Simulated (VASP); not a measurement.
Write the native input for VASP 6.6.1 that does the following.

```
Task                   : single point
Functional             : PBEsol
Potentials or basis    : VASP PAW PBE potentials, release 64 (Zr_sv, Cu)
Cutoff                 : 600 eV
k mesh                 : 6 × 6 × 6, shifted
Occupations            : fermi-dirac, width 0.2 eV
Spin                   : no spin polarisation
Dipole correction      : no
Further INCAR settings : ALGO = Normal; EDIFF = 1e-06; NBANDS = 18
```

The structure of ZrCu lies in POSCAR:

```
ZrCu
1.0
    3.2128234836      0.0000000000      0.0000000000
    0.0000000000      3.2128234836      0.0000000000
    0.0000000000      0.0000000000      3.2128234836
Zr Cu
1 1
Direct
    0.5000000000      0.5000000000      0.5000000000
    0.0000000000      0.0000000000      0.0000000000
```

These files were run (other wordings do the same):

INCAR

```
SYSTEM = ZrCu
PREC = Accurate
ENCUT = 600
EDIFF = 1E-6
ISMEAR = -1
SIGMA = 0.2
LREAL = .False.
LASPH = .True.
NELM = 120
ALGO = Normal
ISIF = 2
LWAVE = .False.
LCHARG = .False.
GGA = PS
NBANDS = 18
GGA_COMPAT = .False.
```

KPOINTS

```
Automatic mesh
0
Gamma
  6 6 6
  0.5 0.5 0.5
```

Potentials or basis: VASP PAW PBE potentials, release 64 (Zr_sv, Cu).

Run with:

```sh
$ cat potpaw_PBE.64/Zr_sv/POTCAR potpaw_PBE.64/Cu/POTCAR > POTCAR
$ mpirun -np 1 vasp_std > vasp.out
```

It gave:

The pressure is 2.2 GPa.

Caveat: the PAW data sets were made with another functional, which shifts forces and pressure a little.

Wall time 7.6 s on 1 thread of AMD EPYC 9R45 96-Core Processor (Zen 5), on a shared host, peak memory 0.13 GiB.
